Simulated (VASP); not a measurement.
A run of VASP 6.6.1 is set up as follows.

File INCAR:

```
ALGO = Normal
EDIFF = 1E-7
EDIFFG = -0.04
ENCUT = 1330
GGA = PE
GGA_COMPAT = False
IBRION = 2
ISIF = 3
ISMEAR = 0
LASPH = True
LCHARG = False
LREAL = False
LWAVE = False
NELM = 120
NELMIN = 4
NSW = 90
PREC = Accurate
SIGMA = 0.1
```

The input KPOINTS:

```
k-points
0
Gamma
  6 6 4
```

The input POSCAR:

```
B3N2
1.0
    3.5825574500      0.0000000000      0.0000000000
   -1.7912787300      3.1025857600      0.0000000000
    0.0000000000      0.0000000000      4.1200296700
B N
3 2
Direct
    0.5340607000      0.4659393000      0.9258215200
    0.5340607000      0.0681214000      0.9258215200
    0.9318786000      0.4659393000      0.9258215200
    0.3333333300      0.6666666700      0.2208499200
    0.0000000000      0.0000000000      0.7776070600
```

Potentials or basis: VASP PAW PBE potentials, release 64 (B_h, N_h).

Run with:

```console
$ cat potpaw_PBE.64/B_h/POTCAR potpaw_PBE.64/N_h/POTCAR > POTCAR
$ mpirun -np 1 vasp_std > vasp.out
```

(1) Predict the relaxed volume.

(2) Predict the space group after relaxing (to 0.1 Å).

## Answers

(1) 10.76 Å³/atom.

(2) P3m1 (No. 156).

Caveat: the k points lie up to 0.34 Å⁻¹ apart in the final cell, too coarse for converged energies and pressures of a metal; the volume moved by over 15 % at a fixed basis, so the end points are rough; this functional lacks dispersion, which binds layers or chains, so the pressure and a relaxed spacing across them are unreliable; an odd number of electrons without spin polarisation forces a metal; a magnetic or distorted state may lie lower.
